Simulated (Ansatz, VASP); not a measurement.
**Two plane-wave programs on I**

INCAR

```
SYSTEM = I
PREC = Accurate
ENCUT = 520
EDIFF = 1E-6
ISMEAR = 0
SIGMA = 0.020999999999999998
LREAL = .False.
LASPH = .True.
NELM = 100
ALGO = Normal
ISIF = 2
LWAVE = .False.
LCHARG = .False.
GGA = PE
NBANDS = 10
```

The input KPOINTS:

```
regular mesh
0
Gamma
  9 9 9
  0 0 0
```

POSCAR

```
I
1.0
    0.0000000000      2.3656004428      3.9098401324
    2.1922454667      0.0000000000      3.9098401324
    2.1922454667      2.3656004428      0.0000000000
I
1
Direct
    0.0000000000      0.0000000000      0.0000000000
```

input.yaml

```yaml
crystal:
  lattice:
    - [0.0, 2.3656004428, 3.9098401324]
    - [2.1922454667, 0.0, 3.9098401324]
    - [2.1922454667, 2.3656004428, 0.0]
  atoms:
    - { symbol: I, position: [0.0, 0.0, 0.0] }
hamiltonian:
  xc: pbe
  pseudopotentials: { kind: paw }
kpoints:
  mp_grid: { grid: [9, 9, 9] }
scf:
  occupations: { method: gaussian, width: 0.021 }
output:
  forces: true
  stress: true
  eigenvalues: true
```

Alike in both runs: task single point; functional PBE; k mesh 9 × 9 × 9; occupations gaussian, width 0.021 eV; no spin polarisation.

```csv
,VASP,Ansatz
version,VASP 6.6.1,Ansatz 0.2.0
potentials or method,"VASP PAW PBE potentials, release 64 (I)",Ansatz PAW
plane-wave cutoff (eV),520,420
valence electrons in the cell,7,17
```

```csv
,VASP,Ansatz,Ansatz less VASP
gap on the k mesh at the Fermi level (eV),none,none,-
pressure (GPa),0.4,0.4,+0.03
"traceless stress, the component that is largest in VASP (GPa)",0.35,0.32,-0.034
```

A gap of «none» marks a metal or a gap that the smearing closes. VASP's potentials hold 7 valence electrons a cell and Ansatz's 17, so a difference there can come from the potentials and not from the codes.

Spin-orbit coupling is off throughout.
